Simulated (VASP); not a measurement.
# Co4C in VASP: single point with PBEsol

Aim: the single point of Co4C with PBEsol.

Everything below comes from runs of VASP 6.6.1. Logs are shortened: lines on timing, memory, paths and dates and some standing lists are left out, and cuts for length are marked.

## (1) The cell of the first run

The cell holds a slab with vacuum, 5 atoms: a = 2.456 Å, b = 2.456 Å, c = 24.954 Å, α = 90.00°, β = 90.00°, γ = 120.00°.

## (2) Single point, PBEsol, collinear spin, ferromagnetic start

File INCAR:

```
PREC = Accurate
ENCUT = 520
EDIFF = 1E-6
ISMEAR = 0
SIGMA = 0.1
LREAL = F
LASPH = T
NELM = 150
ALGO = Normal
ISIF = 2
LWAVE = F
LCHARG = F
ISPIN = 2
MAGMOM = 1.94 1.89 1.88 1.92 2
LORBIT = 11
LMAXMIX = 4
LDIPOL = T
IDIPOL = 3
DIPOL = 0.5 0.5 0.495
GGA = PS
NBANDS = 32
```

File KPOINTS:

```
regular mesh
0
Gamma
  12 12 1
```

File POSCAR:

```
Co4C
1.0
    2.4564222732      0.0000000000      0.0000000000
   -1.2282111366      2.1273240910      0.0000000000
    0.0000000000      0.0000000000     24.9541203316
Co C
4 1
Direct
    0.6666666667      0.3333333333      0.3406251107
    0.3333333333      0.6666666667      0.4201593419
    0.6666666667      0.3333333333      0.4992249583
    0.3333333333      0.6666666667      0.5850433724
    0.0000000000      0.0000000000      0.6280213822
```

Potentials or basis: VASP PAW PBE potentials, release 64 (Co, C).

Command:

```console
$ cat potpaw_PBE.64/Co/POTCAR potpaw_PBE.64/C/POTCAR > POTCAR
$ mpirun -np 1 vasp_std > vasp.out
```

OUTCAR:

```text
PREC = Accurate
   ENCUT = 520
   EDIFF = 1E-6
   ISMEAR = 0
   LREAL = F
   LASPH = T
   NELM = 150
   ISIF = 2
   ISPIN = 2
   LORBIT = 11
   GGA = PS

 ion  position               nearest neighbor table
   1  0.667  0.333  0.341-   2 2.44   2 2.44   2 2.44
   2  0.333  0.667  0.420-   3 2.43   3 2.43   3 2.43   1 2.44   1 2.44   1 2.44
   3  0.667  0.333  0.499-   2 2.43   2 2.43   2 2.43   4 2.57   4 2.57   4 2.57
   4  0.333  0.667  0.585-   5 1.78   5 1.78   5 1.78   3 2.57   3 2.57   3 2.57
   5  0.000  0.000  0.628-   4 1.78   4 1.78   4 1.78

  LATTYP: Found a hexagonal cell.
 ALAT       =     2.4564222732
 C/A-ratio  =    10.1587258037

  Lattice vectors:

 A1 = (   2.4564222732,   0.0000000000,   0.0000000000)
 A2 = (  -1.2282111366,   2.1273240910,   0.0000000000)
 A3 = (   0.0000000000,   0.0000000000,  24.9541203316)

Analysis of symmetry for initial positions (statically):
=====================================================================
 Subroutine PRICEL returns:
 Original cell was already a primitive cell.

 Routine SETGRP: Setting up the symmetry group for a
 hexagonal supercell.

 Subroutine GETGRP returns: Found  6 space group operations
 (whereof  6 operations were pure point group operations)
 out of a pool of 24 trial point group operations.

The static configuration has the point symmetry C_3v.

Analysis of symmetry for dynamics (positions and initial velocities):
=====================================================================
 Subroutine PRICEL returns:
 Original cell was already a primitive cell.

 Routine SETGRP: Setting up the symmetry group for a
 hexagonal supercell.

 Subroutine GETGRP returns: Found  6 space group operations
 (whereof  6 operations were pure point group operations)
 out of a pool of 24 trial point group operations.

The dynamic configuration has the point symmetry C_3v.

Analysis of structural, dynamic, and magnetic symmetry:
=====================================================================
 Subroutine PRICEL returns:
 Original cell was already a primitive cell.

 Routine SETGRP: Setting up the symmetry group for a
 hexagonal supercell.

 Subroutine GETGRP returns: Found  6 space group operations
 (whereof  6 operations were pure point group operations)
 out of a pool of 24 trial point group operations.

The overall configuration has the point symmetry C_3v.

 Subroutine INISYM returns: Found  6 space group operations
 (whereof  6 operations are pure point group operations),
 and found     1 'primitive' translations

----------------------------------------------------------------------------------------

                                     Primitive cell

  volume of cell :     130.4004

  direct lattice vectors                    reciprocal lattice vectors
     2.456422273  0.000000000  0.000000000     0.407096130  0.235037060  0.000000000
    -1.228211137  2.127324091  0.000000000     0.000000000  0.470074120  0.000000000
     0.000000000  0.000000000 24.954120332     0.000000000  0.000000000  0.040073542

  length of vectors
     2.456422273  2.456422273 24.954120332     0.470074120  0.470074120  0.040073542

  position of ions in fractional coordinates (direct lattice)
     0.666666667  0.333333333  0.340625111
     0.333333333  0.666666667  0.420159342
     0.666666667  0.333333333  0.499224958
     0.333333333  0.666666667  0.585043372
     0.000000000  0.000000000  0.628021382

  ion indices of the primitive-cell ions
   primitive index   ion index
                 1           1
                 2           2
                 3           3
                 4           4
                 5           5

----------------------------------------------------------------------------------------

 KPOINTS: regular mesh

Automatic generation of k-mesh.
 Grid dimensions read from file:
 generate k-points for:   12   12    1

 Generating k-lattice:

  Cartesian coordinates                     Fractional coordinates (reciprocal lattice)
     0.033924677  0.019586422  0.000000000     0.083333333  0.000000000  0.000000000
     0.000000000  0.039172843  0.000000000     0.000000000  0.083333333  0.000000000
     0.000000000  0.000000000  0.040073542     0.000000000  0.000000000  1.000000000

  Length of vectors
     0.039172843  0.039172843  0.040073542

  Shift w.r.t. Gamma in fractional coordinates (k-lattice)
     0.000000000  0.000000000  0.000000000

 Subroutine IBZKPT returns following result:
 ===========================================

 Found     19 irreducible k-points:

 Following reciprocal coordinates:
            Coordinates               Weight
  0.000000  0.000000  0.000000      1.000000
  0.083333 -0.000000  0.000000      6.000000
  0.166667 -0.000000  0.000000      6.000000
  0.250000  0.000000  0.000000      6.000000
  0.333333  0.000000  0.000000      6.000000
  0.416667 -0.000000  0.000000      6.000000
[... 11 lines left out ...]
  0.333333  0.250000  0.000000     12.000000
  0.333333  0.333333  0.000000      2.000000
   k-points           NKPTS =     19   k-points in BZ     NKDIM =     19   number of bands    NBANDS=     32
   number of dos      NEDOS =    301   number of ions     NIONS =      5
   total plane-waves  NPLWV =  62208
   dimension x,y,z NGX =    18 NGY =   18 NGZ =  192
   dimension x,y,z NGXF=    36 NGYF=   36 NGZF=  384
   ions per type =               4   1
   NGX,Y,Z   is equivalent  to a cutoff of  12.18, 12.18, 12.79 a.u.
   NGXF,Y,Z  is equivalent  to a cutoff of  24.36, 24.36, 25.58 a.u.
 SYSTEM =  unknown system
   PREC   = accura    normal or accurate (medium, high low for compatibility)
   ISTART =      0    job   : 0-new  1-cont  2-samecut
   ICHARG =      2    charge: 1-file 2-atom 10-const
   ISPIN  =      2    spin polarized calculation?
   LNONCOLLINEAR =      F non collinear calculations
   LSORBIT =      F    spin-orbit coupling
   LASPH  =      T    aspherical Exc in radial PAW
   ENCUT  =  520.0 eV  38.22 Ry    6.18 a.u.   4.57  4.57 46.40*2*pi/ulx,y,z
   NELM   =    150;   NELMIN=  2; NELMDL= -5     # of ELM steps
   EDIFF  = 0.1E-05   stopping-criterion for ELM
   LREAL  =      F    real-space projection
[... 7 lines left out ...]
   TEBEG  =    0.0;   TEEND  =   0.0 temperature during run
   PSTRESS=    0.0 pullay stress
   NELECT =      40.0000    total number of electrons
   NUPDOWN=      -1.0000    fix difference up-down
   EMIN   =  10.00;   EMAX   =-10.00  energy-range for DOS
   EFERMI =   0.00;   METHOD = LEGACY
   ISMEAR =     0;   SIGMA  =   0.10  broadening in eV -4-tet -1-fermi 0-gaus
   EFERMI_NEDOS =   21; number of points for ismear=-14 and -15
   IALGO  =     38    algorithm
   IMIX   =      4    mixing-type and parameters
     AMIX     =   0.40;   BMIX     =  1.00
     AMIX_MAG =   1.60;   BMIX_MAG =  1.00
  volume/ion in A,a.u.               =      26.08       176.00
  Fermi-wavevector in a.u.,A,eV,Ry     =   1.104083  2.086415 16.585501  1.219000
  Thomas-Fermi vector in A             =   2.240551
   LORBIT       =     11    0 simple, 1 ext, 2 COOP (PROOUT), +10 PAW based schemes
   GGA     = PS    functional components
   LHFCALC =     F    Hartree Fock is set to
   AEXX    =    0.0000 exact exchange contribution
   IVDW    =     0    specifies the selected vdW correction
   LEPSILON=     F    determine dielectric tensor
   LRPA    =     F    only Hartree local field effects (RPA)
 spin polarized calculation
 Gauss-broadening in eV      SIGMA  =   0.10
  energy-cutoff  :      520.00
  volume of cell :      130.40
 maximum number of plane-waves:      3566
   NGX =  9   NGY =  9   NGZ = 93

 dipolmoment           0.000000      0.000000     -0.004198 electrons x Angstroem

 number of electron      39.9999975 magnetization       5.5196553

 dipolmoment           0.000000      0.000000      0.016068 electrons x Angstroem

 Free energy of the ion-electron system (eV)
  ---------------------------------------------------
  ext. energy  EPLUGINS =         0.00000000
  ---------------------------------------------------
  free energy    TOTEN  =       -36.60788892 eV

  energy without entropy =      -36.57512085  energy(sigma->0) =      -36.59150489

 E-fermi :   0.4734     XC(G=0):  -5.6981

 val. band max:        0.4728347237   @ k =   0.4167   0.0833   0.0000
 cond. band min:       0.5009511143   @ k =   0.1667   0.0833   0.0000
 fundamental gap:      0.0281163907
 Fermi energy:         0.4734069005

 spin component 1

 k-point     1 :       0.0000    0.0000    0.0000
  band No.  band energies     occupation
      1     -13.8704      1.00000
      2      -8.2136      1.00000
      3      -6.7763      1.00000
      4      -5.9679      1.00000
      5      -5.0622      1.00000
      6      -3.1694      1.00000
[... 24 lines left out ...]
     31       6.3817      0.00000
     32       7.4433      0.00000

 k-point     2 :       0.0833   -0.0000    0.0000
  band No.  band energies     occupation
      1     -13.6933      1.00000
      2      -7.9730      1.00000
      3      -6.5693      1.00000
      4      -5.7853      1.00000
      5      -4.8811      1.00000
      6      -3.4677      1.00000
[... 24 lines left out ...]
     31       6.5982      0.00000
     32       7.6635      0.00000
[... 558 lines left out ...]
     31       9.8487      0.00000
     32      10.7104      0.00000

 k-point    19 :       0.3333    0.3333    0.0000
  band No.  band energies     occupation
      1      -9.6461      1.00000
      2      -5.9178      1.00000
      3      -4.0411      1.00000
      4      -3.9382      1.00000
      5      -3.6052      1.00000
      6      -3.5679      1.00000
[... 24 lines left out ...]
     31       9.9804      0.00000
     32      10.2549      0.00000
 Fermi energy:         0.4734069005

 spin component 2

 k-point     1 :       0.0000    0.0000    0.0000
  band No.  band energies     occupation
      1     -13.7250      1.00000
      2      -8.1089      1.00000
      3      -6.5787      1.00000
      4      -5.6004      1.00000
      5      -4.3710      1.00000
      6      -2.9031      1.00000
[... 24 lines left out ...]
     31       6.5015      0.00000
     32       7.4895      0.00000

 k-point     2 :       0.0833   -0.0000    0.0000
  band No.  band energies     occupation
      1     -13.5468      1.00000
      2      -7.8673      1.00000
      3      -6.3687      1.00000
      4      -5.4169      1.00000
      5      -4.1844      1.00000
      6      -3.1507      1.00000
[... 24 lines left out ...]
     31       6.6507      0.00000
     32       7.7130      0.00000
[... 558 lines left out ...]
     31      10.3646      0.00000
     32      11.2212      0.00000

 k-point    19 :       0.3333    0.3333    0.0000
  band No.  band energies     occupation
      1      -9.4671      1.00000
      2      -5.7526      1.00000
      3      -3.6877      1.00000
      4      -3.0712      1.00000
      5      -2.9224      1.00000
      6      -2.5401      1.00000
[... 24 lines left out ...]
     31      10.5908      0.00000
     32      10.7483      0.00000

------------------------ aborting loop because EDIFF is reached ----------------------------------------

 vacuum level on the upper side and lower side of the slab       (xc-potential included)         0.138        -0.390

  FORCE on cell =-STRESS in cart. coord.  units (eV):
  Direction    XX          YY          ZZ          XY          YZ          ZX
  --------------------------------------------------------------------------------------
  -------------------------------------------------------------------------------------
  Total        3.5014218      3.5014218     -0.5595788      0.0000000      0.0000000      0.0000000
  in kB       43.0205607     43.0205607     -6.8753198      0.0000000      0.0000000      0.0000000
  external PRESSURE =      26.3886005 kB  Pullay stress =       0.0000000 kB

 VOLUME and BASIS-vectors are now :
 -----------------------------------------------------------------------------
  energy-cutoff  :      520.00
  volume of cell :      130.40
      direct lattice vectors                 reciprocal lattice vectors
     2.456422273  0.000000000  0.000000000     0.407096130  0.235037060  0.000000000
    -1.228211137  2.127324091  0.000000000     0.000000000  0.470074120  0.000000000
     0.000000000  0.000000000 24.954120332     0.000000000  0.000000000  0.040073542

 POSITION                                       TOTAL-FORCE (eV/Angst)
 -----------------------------------------------------------------------------------
      1.22821      0.70911      8.50000        -0.000000     -0.000000      0.282090
     -0.00000      1.41822     10.48471         0.000000      0.000000     -0.239001
      1.22821      0.70911     12.45772        -0.000000      0.000000     -0.027486
     -0.00000      1.41822     14.59924         0.000000      0.000000     -0.133556
      0.00000      0.00000     15.67172         0.000000      0.000000      0.117953
 -----------------------------------------------------------------------------------
    total drift:                               -0.000000      0.000001     -0.000488

  FREE ENERGIE OF THE ION-ELECTRON SYSTEM (eV)
  ---------------------------------------------------
  free  energy   TOTEN  =       -36.6078889249 eV

  energy  without entropy=      -36.5751208522  energy(sigma->0) =      -36.59150489

 vacuum level on the upper side and lower side of the slab         6.044         5.514

 total charge

# of ion       s       p       d       tot
------------------------------------------
    1        0.495   0.430   7.251   8.176
    2        0.506   0.566   7.289   8.361
    3        0.500   0.539   7.264   8.303
    4        0.584   0.847   7.655   9.086
    5        0.980   1.325   0.000   2.305
--------------------------------------------------
tot          3.066   3.707  29.459  36.232

 magnetization (x)

# of ion       s       p       d       tot
------------------------------------------
    1       -0.009  -0.031   1.743   1.703
    2       -0.013  -0.046   1.695   1.636
    3       -0.008  -0.033   1.711   1.670
    4        0.011  -0.012   0.350   0.349
    5        0.017   0.084   0.000   0.101
--------------------------------------------------
tot         -0.002  -0.038   5.499   5.459
```

Wall time 11 min (1 thread of Intel Xeon 6975P-C, shared host); peak memory 0.35 GiB.

Results:

```
Free energy                                           : -36.6079 eV
Largest force                                         : 0.282 eV/Å
Net moment                                            : 5.52 μB per cell
Site moments                                          : Co +1.70, +1.64, +1.67, +0.35; C +0.10 μB
Valence electrons inside the program's atomic spheres : Co 8.18, 8.36, 8.30, 9.09; C 2.31
```

Forces in eV/Å, atoms in the order of the input:
```
Co   0.000  0.000  0.282
Co   0.000  0.000 -0.239
Co   0.000  0.000 -0.027
Co   0.000  0.000 -0.134
C    0.000  0.000  0.118
```

Caveat: the PAW data sets were made with another functional, which shifts forces and pressure a little.
